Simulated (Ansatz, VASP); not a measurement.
One calculation of W, two programs

```
CELL_PARAMETERS angstrom
-1.56755 1.56755 1.56755
1.56755 -1.56755 1.56755
1.56755 1.56755 -1.56755
ATOMIC_POSITIONS crystal
W 0.00000 0.00000 0.00000
```

Alike in both runs: functional LDA; k mesh 24 × 24 × 24; occupations fermi-dirac, width 0.08 eV; no spin polarisation.

Ansatz relaxed the structure, and its values are those at the end. VASP's run is a single point on that final structure, the one shown.

|  | VASP | Ansatz |
| --- | --- | --- |
| version | VASP 6.6.1 | Ansatz 0.2.0 |
| potentials or method | VASP PAW LDA potentials, release 64 (W_sv) | PAW with Ansatz's default frozen-core files, scalar-relativistic |
| plane-wave cutoff (eV) | 520 | 420 |
| valence electrons in the cell | 14 | 14 |

```csv
,VASP,Ansatz,Ansatz less VASP
gap on the k mesh at the Fermi level (eV),none,none,-
pressure (GPa),2.0,0.0,-1.96
```

LDA's correlation is that of Perdew and Zunger in VASP and of Perdew and Wang (1992) in Ansatz. A gap of «none» marks a metal or a gap that the smearing closes.

Spin-orbit coupling is off throughout.
